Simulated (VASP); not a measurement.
# TiAl (P4mm) in VASP: single point with PBEsol

Aim: the single point of TiAl with PBEsol.

Everything below comes from runs of VASP 6.6.1. Logs are shortened: lines on timing, memory, paths and dates and some standing lists are left out, and cuts for length are marked.

## 1. The cell of the first run

Symmetry: P4mm, No. 99, tetragonal system. The conventional cell has a = 3.156 Å, b = 3.156 Å, c = 11.469 Å, α = 90.00°, β = 90.00°, γ = 90.00°. Within 3.6 Å of Ti (site symmetry 4mm) lie 8 Al at 2.73 Å and 5 Ti at 3.16 Å. Within 3.6 Å of Ti (site symmetry 4mm) lie 8 Al at 2.73 Å and 6 Ti at 3.16 Å. Within 3.6 Å of Ti (site symmetry 4mm) lie 4 Al at 2.73 Å and 5 Ti at 3.16 Å. Al (site symmetry 4mm) has 4 Ti at 2.73 Å and 5 Al at 3.16 Å within 3.6 Å. Within 3.6 Å of Al (site symmetry 4mm) lie 8 Ti at 2.73 Å and 6 Al at 3.16 Å. Within 3.6 Å of Al (site symmetry 4mm) lie 8 Ti at 2.73 Å and 5 Al at 3.16 Å.

## 2. Single point, PBEsol (the distance across one plane changed)

INCAR reads:

```
PREC     = Accurate       # precision mode
ENCUT    = 520            # plane-wave cutoff, eV
EDIFF    = 1E-6           # SCF threshold, eV
ISMEAR   = 0              # smearing method
SIGMA    = 0.15           # smearing width, eV
LREAL    = F              # projectors in reciprocal space
LASPH    = T              # aspherical terms in the spheres
NELM     = 100            # most SCF steps
ALGO     = Fast           # electronic algorithm
ISIF     = 2              # what is computed and relaxed
LWAVE    = F              # write WAVECAR
LCHARG   = T              # write CHGCAR
GGA      = PS             # functional
LELF     = T              # ELF
LVHAR    = T            
NBANDS   = 32             # bands
```

KPOINTS reads:

```
Automatic mesh
0
Gamma
  19 19 7
```

POSCAR reads:

```
TiAl
1.0
    0.0000000000     -3.1564740775      0.0000000000
    0.0000000000      0.0000000000     -3.1564740775
   11.4694222324      0.0000000000      0.0000000000
Ti Al
3 3
Direct
    0.0000000000      0.0000000000      0.2063920646
    0.0000000000      0.0000000000      0.4815998313
    0.0000000000      0.0000000000      0.7568075979
    0.5000000000      0.5000000000      0.0687881813
    0.5000000000      0.5000000000      0.3439959479
    0.5000000000      0.5000000000      0.6192037146
```

Potentials or basis: VASP PAW PBE potentials, release 64 (Ti_sv, Al).

Run with:

```
> cat potpaw_PBE.64/Ti_sv/POTCAR potpaw_PBE.64/Al/POTCAR > POTCAR
> mpirun -np 1 vasp_std > vasp.out
```

OUTCAR:

```text
PREC = Accurate
   ENCUT = 520
   EDIFF = 1E-6
   ISMEAR = 0
   LREAL = F
   LASPH = T
   NELM = 100
   ISIF = 2
   GGA = PS

 ion  position               nearest neighbor table
   1  0.000  0.000  0.206-   5 2.73   5 2.73   5 2.73   5 2.73   4 2.73   4 2.73   4 2.73   4 2.73

   2  0.000  0.000  0.482-   6 2.73   6 2.73   6 2.73   6 2.73   5 2.73   5 2.73   5 2.73   5 2.73

   3  0.000  0.000  0.757-   6 2.73   6 2.73   6 2.73   6 2.73
   4  0.500  0.500  0.069-   1 2.73   1 2.73   1 2.73   1 2.73   5 3.16
   5  0.500  0.500  0.344-   1 2.73   1 2.73   1 2.73   1 2.73   2 2.73   2 2.73   2 2.73   2 2.73
                             4 3.16   6 3.16
   6  0.500  0.500  0.619-   2 2.73   2 2.73   2 2.73   2 2.73   3 2.73   3 2.73   3 2.73   3 2.73
                             5 3.16

  LATTYP: Found a simple tetragonal cell.
 ALAT       =     3.1564740775
 C/A-ratio  =     3.6336183827

  Lattice vectors:

 A1 = (   0.0000000000,  -3.1564740775,   0.0000000000)
 A2 = (   0.0000000000,   0.0000000000,  -3.1564740775)
 A3 = (  11.4694222324,   0.0000000000,   0.0000000000)

Analysis of symmetry for initial positions (statically):
=====================================================================
 Subroutine PRICEL returns:
 Original cell was already a primitive cell.

 Routine SETGRP: Setting up the symmetry group for a
 simple tetragonal supercell.

 Subroutine GETGRP returns: Found  8 space group operations
 (whereof  8 operations were pure point group operations)
 out of a pool of 16 trial point group operations.

The static configuration has the point symmetry C_4v.

Analysis of symmetry for dynamics (positions and initial velocities):
=====================================================================
 Subroutine PRICEL returns:
 Original cell was already a primitive cell.

 Routine SETGRP: Setting up the symmetry group for a
 simple tetragonal supercell.

 Subroutine GETGRP returns: Found  8 space group operations
 (whereof  8 operations were pure point group operations)
 out of a pool of 16 trial point group operations.

The dynamic configuration has the point symmetry C_4v.

 Subroutine INISYM returns: Found  8 space group operations
 (whereof  8 operations are pure point group operations),
 and found     1 'primitive' translations

----------------------------------------------------------------------------------------

                                     Primitive cell

  volume of cell :     114.2736

  direct lattice vectors                    reciprocal lattice vectors
     0.000000000 -3.156474077  0.000000000     0.000000000 -0.316809191  0.000000000
     0.000000000  0.000000000 -3.156474077     0.000000000  0.000000000 -0.316809191
    11.469422232  0.000000000  0.000000000     0.087188350  0.000000000  0.000000000

  length of vectors
     3.156474077  3.156474077 11.469422232     0.316809191  0.316809191  0.087188350

  position of ions in fractional coordinates (direct lattice)
     0.000000000  0.000000000  0.206392065
     0.000000000  0.000000000  0.481599831
     0.000000000  0.000000000  0.756807598
     0.500000000  0.500000000  0.068788181
     0.500000000  0.500000000  0.343995948
     0.500000000  0.500000000  0.619203715

  ion indices of the primitive-cell ions
   primitive index   ion index
                 1           1
                 2           2
                 3           3
                 4           4
                 5           5
                 6           6

----------------------------------------------------------------------------------------

 KPOINTS: Automatic mesh

Automatic generation of k-mesh.
 Grid dimensions read from file:
 generate k-points for:   19   19    7

 Generating k-lattice:

  Cartesian coordinates                     Fractional coordinates (reciprocal lattice)
     0.000000000 -0.016674168  0.000000000     0.052631579  0.000000000  0.000000000
     0.000000000  0.000000000 -0.016674168     0.000000000  0.052631579  0.000000000
     0.012455479  0.000000000  0.000000000     0.000000000  0.000000000  0.142857143

  Length of vectors
     0.016674168  0.016674168  0.012455479

  Shift w.r.t. Gamma in fractional coordinates (k-lattice)
     0.000000000  0.000000000  0.000000000

 Subroutine IBZKPT returns following result:
 ===========================================

 Found    220 irreducible k-points:

 Following reciprocal coordinates:
            Coordinates               Weight
  0.000000  0.000000  0.000000      1.000000
  0.052632  0.000000  0.000000      4.000000
  0.105263  0.000000  0.000000      4.000000
  0.157895  0.000000  0.000000      4.000000
  0.210526  0.000000  0.000000      4.000000
  0.263158  0.000000  0.000000      4.000000
[... 16 lines left out ...]
  0.263158  0.105263  0.000000      8.000000
  0.315789  0.105263  0.000000      8.000000
 [... further k-points ...]
   k-points           NKPTS =    220   k-points in BZ     NKDIM =    220   number of bands    NBANDS=     32
   number of dos      NEDOS =    301   number of ions     NIONS =      6
   total plane-waves  NPLWV =  51840
   dimension x,y,z NGX =    24 NGY =   24 NGZ =   90
   dimension x,y,z NGXF=    48 NGYF=   48 NGZF=  180
   ions per type =               3   3
   NGX,Y,Z   is equivalent  to a cutoff of  12.64, 12.64, 13.05 a.u.
   NGXF,Y,Z  is equivalent  to a cutoff of  25.28, 25.28, 26.09 a.u.
 SYSTEM =  unknown system
   PREC   = accura    normal or accurate (medium, high low for compatibility)
   ISTART =      0    job   : 0-new  1-cont  2-samecut
   ICHARG =      2    charge: 1-file 2-atom 10-const
   ISPIN  =      1    spin polarized calculation?
   LNONCOLLINEAR =      F non collinear calculations
   LSORBIT =      F    spin-orbit coupling
   LASPH  =      T    aspherical Exc in radial PAW
   ENCUT  =  520.0 eV  38.22 Ry    6.18 a.u.   5.87  5.87 21.33*2*pi/ulx,y,z
   NELM   =    100;   NELMIN=  2; NELMDL= -5     # of ELM steps
   EDIFF  = 0.1E-05   stopping-criterion for ELM
   LREAL  =      F    real-space projection
   EDIFFG = 0.1E-04   stopping-criterion for IOM
   NSW    =      0    number of steps for IOM
   IBRION =     -1    ionic relax: 0-MD 1-quasi-New 2-CG
   NFREE  =      0    steps in history (QN), initial steepest desc. (CG)
   ISIF   =      2    stress and relaxation
   ISYM   =      2    0-nonsym 1-usesym 2-fastsym
   POTIM  = 0.5000    time-step for ionic-motion
   TEBEG  =    0.0;   TEEND  =   0.0 temperature during run
   PSTRESS=    0.0 pullay stress
   NELECT =      45.0000    total number of electrons
   NUPDOWN=      -1.0000    fix difference up-down
   EMIN   =  10.00;   EMAX   =-10.00  energy-range for DOS
   EFERMI =   0.00;   METHOD = LEGACY
   ISMEAR =     0;   SIGMA  =   0.15  broadening in eV -4-tet -1-fermi 0-gaus
   EFERMI_NEDOS =   21; number of points for ismear=-14 and -15
   IALGO  =     68    algorithm
   IMIX   =      4    mixing-type and parameters
     AMIX     =   0.40;   BMIX     =  1.00
     AMIX_MAG =   1.60;   BMIX_MAG =  1.00
  volume/ion in A,a.u.               =      19.05       128.53
  Fermi-wavevector in a.u.,A,eV,Ry     =   1.199951  2.267579 19.590804  1.439883
  Thomas-Fermi vector in A             =   2.335800
   LORBIT       =      0    0 simple, 1 ext, 2 COOP (PROOUT), +10 PAW based schemes
   GGA     = PS    functional components
   LHFCALC =     F    Hartree Fock is set to
   AEXX    =    0.0000 exact exchange contribution
   IVDW    =     0    specifies the selected vdW correction
   LEPSILON=     F    determine dielectric tensor
   LRPA    =     F    only Hartree local field effects (RPA)
 non-spin polarized calculation
 RMM-DIIS sequential band-by-band and
 Gauss-broadening in eV      SIGMA  =   0.15
  energy-cutoff  :      520.00
  volume of cell :      114.27
 maximum number of plane-waves:      3119
 NGX is ok and might be reduce to    24
   NGX = 11   NGY = 11   NGZ = 43

 number of electron      44.9999983 magnetization

 Free energy of the ion-electron system (eV)
  ---------------------------------------------------
  ext. energy  EPLUGINS =         0.00000000
  ---------------------------------------------------
  free energy    TOTEN  =       -37.18440655 eV

  energy without entropy =      -37.12004049  energy(sigma->0) =      -37.15222352

 E-fermi :   6.7331     XC(G=0): -10.2867

 val. band max:        6.7292116182   @ k =   0.1579   0.0526   0.4286
 cond. band min:       6.7340057664   @ k =   0.4737   0.1579   0.4286
 fundamental gap:      0.0047941482
 Fermi energy:         6.7331370290

 k-point     1 :       0.0000    0.0000    0.0000
  band No.  band energies     occupation
      1     -50.2202      2.00000
      2     -49.8658      2.00000
      3     -49.8537      2.00000
      4     -26.6372      2.00000
      5     -26.4631      2.00000
      6     -26.4631      2.00000
[... 24 lines left out ...]
     31       8.7909      0.00000
     32      10.2136      0.00000

 k-point     2 :       0.0526    0.0000    0.0000
  band No.  band energies     occupation
      1     -50.2198      2.00000
      2     -49.8653      2.00000
      3     -49.8532      2.00000
      4     -26.6366      2.00000
      5     -26.4676      2.00000
      6     -26.4627      2.00000
[... 24 lines left out ...]
     31       8.7487      0.00000
     32      10.2813      0.00000
[... 733 lines left out ...]
     31       8.3945      0.00000
     32       9.3849      0.00000

 k-point    24 :       0.3158    0.1053    0.0000
  band No.  band energies     occupation
      1     -50.2080      2.00000
      2     -49.8525      2.00000
      3     -49.8406      2.00000
      4     -26.6223      2.00000
      5     -26.5776      2.00000
      6     -26.4702      2.00000
[... 24 lines left out ...]
     31       8.4435      0.00000
     32       9.0860      0.00000

 [... further k-points ...]

------------------------ aborting loop because EDIFF is reached ----------------------------------------

  FORCE on cell =-STRESS in cart. coord.  units (eV):
  Direction    XX          YY          ZZ          XY          YZ          ZX
  --------------------------------------------------------------------------------------
  -------------------------------------------------------------------------------------
  Total       -1.3200831     -4.5959791     -4.5959791      0.0000000      0.0000000      0.0000000
  in kB      -18.5082718    -64.4380866    -64.4380866      0.0000000      0.0000000      0.0000000
  external PRESSURE =     -49.1281483 kB  Pullay stress =       0.0000000 kB

 VOLUME and BASIS-vectors are now :
 -----------------------------------------------------------------------------
  energy-cutoff  :      520.00
  volume of cell :      114.27
      direct lattice vectors                 reciprocal lattice vectors
     0.000000000 -3.156474077  0.000000000     0.000000000 -0.316809191  0.000000000
     0.000000000  0.000000000 -3.156474077     0.000000000  0.000000000 -0.316809191
    11.469422232  0.000000000  0.000000000     0.087188350  0.000000000  0.000000000

 POSITION                                       TOTAL-FORCE (eV/Angst)
 -----------------------------------------------------------------------------------
      2.36720      0.00000      0.00000        -0.158984      0.000000      0.000000
      5.52367      0.00000      0.00000        -0.039764      0.000000      0.000000
      8.68015      0.00000      0.00000         0.543621     -0.000000      0.000000
      0.78896     -1.57824     -1.57824        -0.710256      0.000000     -0.000000
      3.94543     -1.57824     -1.57824         0.080788     -0.000000     -0.000000
      7.10191     -1.57824     -1.57824         0.284595      0.000000      0.000000
 -----------------------------------------------------------------------------------
    total drift:                                0.003160      0.000000     -0.000000

  FREE ENERGIE OF THE ION-ELECTRON SYSTEM (eV)
  ---------------------------------------------------
  free  energy   TOTEN  =       -37.1844065467 eV

  energy  without entropy=      -37.1200404869  energy(sigma->0) =      -37.15222352
```

Run time: 33 min. Hardware: 1 thread of Intel Xeon Platinum 8488C (Sapphire Rapids), shared host; peak memory 0.69 GiB.

Results:

```
Free energy            : -37.1844 eV
Pressure               : -4.9 GPa
Largest force          : 0.710 eV/Å
Band gap on the k mesh : zero (an odd number of electrons rules out a gap without spin polarisation)
```

Forces in eV/Å, atoms in the order of the input:
```
Ti  -0.159  0.000  0.000
Ti  -0.040  0.000  0.000
Ti   0.544  0.000  0.000
Al  -0.710  0.000  0.000
Al   0.081  0.000  0.000
Al   0.285  0.000  0.000
```

Stress tensor (GPa, compression positive):
```
-1.85  0.00  0.00
 0.00 -6.44  0.00
 0.00  0.00 -6.44
```

Levels at points of the mesh, in eV from the Fermi level:
| k point | band 18 | band 19 | band 20 | band 21 | band 22 | band 23 | band 24 | band 25 | band 26 | band 27 |
| --- | --- | --- | --- | --- | --- | --- | --- | --- | --- | --- |
| (0.00, 0.00, 0.00) | -1.41 | -1.29 | -0.88 | -0.58 | -0.03 | 0.40 | 0.40 | 0.97 | 0.97 | 1.65 |

Caveat: the cell differs from its parent crystal (the distance across one plane changed); the cell stands under tension; the PAW data sets were made with another functional, which shifts forces and pressure a little.
